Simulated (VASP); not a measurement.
Wanted: the native input for a VASP 6.6.1 run.

- Task: single point
- Functional: PBE
- Potentials or basis: VASP PAW PBE potentials, release 64 (Au)
- Cutoff: 520 eV
- k mesh: 16 × 16 × 8
- Occupations: gaussian, width 0.1 eV
- Spin: no spin polarisation
- Dipole correction: no
- Further INCAR settings: ALGO = Fast; EDIFF = 1e-06; NBANDS = 18

The structure of Au lies in POSCAR:

```
Au
1.0
    2.6861454906     -0.0106988584      0.0563097812
   -0.0230768607      2.7768544569      0.0029840996
   -0.9826320607     -1.1571927353      4.7296698127
Au
2
Direct
    0.2852193885      0.3434456252      0.7046446962
    0.7147806115      0.6565543748      0.2953553038
```

This cell differs from its parent crystal: strained.

The input as run:

INCAR

```
SYSTEM = Au
PREC = Accurate
ENCUT = 520
EDIFF = 1E-6
ISMEAR = 0
SIGMA = 0.1
LREAL = .False.
LASPH = .True.
NELM = 100
ALGO = Fast
ISIF = 2
LWAVE = .False.
LCHARG = .True.
GGA = PE
LELF = .True.
LVHAR = .True.
NBANDS = 18
```

KPOINTS

```
Automatic mesh
0
Gamma
  16 16 8
  0 0 0
```

Potentials or basis: VASP PAW PBE potentials, release 64 (Au).

The run is started by

```bash
$ cat potpaw_PBE.64/Au/POTCAR > POTCAR
$ mpirun -np 1 vasp_std > vasp.out
```

It gave:

```yaml
Pressure: 20.6 GPa
Largest_force: 2.674 eV/Å
Band_gap_on_the_k_mesh: zero (bands 11 and 12 overlap by 5.13 eV)
```

Caveat: the cell differs from its parent crystal (strained); the stress differs along the axes, from 18 to 25 GPa; spin-orbit coupling is left out, which moves the levels of the heavy elements; forces of over 1 eV/Å act on the atoms, so gaps and moduli don't describe the material at rest.

Run time: 4.1 min on 1 thread of Intel(R) Xeon(R) 6975P-C (Granite Rapids), with other jobs on the host, peak memory 0.59 GiB.
